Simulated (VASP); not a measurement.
Write the native input for VASP 6.6.1 that does the following.

```yaml
Task: single point
Functional: PBE
Potentials_or_basis: VASP PAW PBE potentials, release 64 (Na_pv, Cl)
Cutoff: 520 eV
k_mesh: 6 × 6 × 6
Occupations: gaussian, width 0.01 eV
Spin: no spin polarisation
Dipole_correction: no
Further_INCAR_settings: ALGO = Normal; EDIFF = 1e-06; NBANDS = 14
```

The structure of NaCl lies in POSCAR:

```
NaCl
1.0
    2.8600000000      0.0000000000      0.0000000000
    0.0000000000      2.8600000000      0.0000000000
    0.0000000000      0.0000000000      2.8600000000
Na Cl
1 1
Direct
    0.0000000000      0.0000000000      0.0000000000
    0.5000000000      0.5000000000      0.5000000000
```

One way to write it, as run:

INCAR

```
SYSTEM = NaCl
PREC     = Accurate       ! precision mode
ENCUT    = 520            ! plane-wave cutoff, eV
EDIFF    = 1E-6           ! SCF threshold, eV
ISMEAR   = 0              ! smearing method
SIGMA    = 0.01           ! smearing width, eV
LREAL    = .False.        ! projectors in reciprocal space
LASPH    = .True.         ! aspherical terms in the spheres
NELM     = 100            ! most SCF steps
ALGO     = Normal         ! electronic algorithm
ISIF     = 2              ! what is computed and relaxed
LWAVE    = .False.        ! write WAVECAR
LCHARG   = .False.        ! write CHGCAR
GGA      = PE             ! functional
NBANDS   = 14             ! bands
```

KPOINTS

```
Automatic mesh
0
Gamma
  6 6 6
  0 0 0
```

Potentials or basis: VASP PAW PBE potentials, release 64 (Na_pv, Cl).

The run is started by

```bash
$ cat potpaw_PBE.64/Na_pv/POTCAR potpaw_PBE.64/Cl/POTCAR > POTCAR
$ mpirun -np 1 vasp_std > vasp.out
```

Results of the run:

```
Pressure               : 65.2 GPa
Band gap on the k mesh : 4.41 eV, direct
```

Run time: 4.5 s on 1 thread of Intel(R) Xeon(R) Platinum 8259CL CPU @ 2.50GHz (Skylake/Cascade Lake) (shared host), peak memory 0.13 GiB.
